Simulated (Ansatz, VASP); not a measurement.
CdS in VASP and in Ansatz

```
CELL_PARAMETERS angstrom
0.00000 2.91000 2.91000
2.91000 0.00000 2.91000
2.91000 2.91000 0.00000
ATOMIC_POSITIONS crystal
Cd 0.00000 0.00000 0.00000
S 0.75000 0.75000 0.75000
```

Alike in both runs: task electric field gradients; functional PBE; k mesh 8 × 8 × 8; occupations fermi-dirac, width 0.01 eV; no spin polarisation.

```csv
,VASP,Ansatz
version,VASP 6.6.1,Ansatz 0.2.0
potentials or method,"VASP PAW PBE potentials, release 64 (Cd, S), cutoff 520 eV","all-electron PAW with datasets made for the crystal, scalar-relativistic"
```

|  | VASP | Ansatz | Ansatz less VASP |
| --- | --- | --- | --- |
| gap on the k mesh at the Fermi level (eV) | 1.16 | 1.16 | -0.005 |
| pressure (GPa) | 3.7 | 3.3 | -0.34 |

Ansatz ran all-electron here, and VASP with PAW potentials.
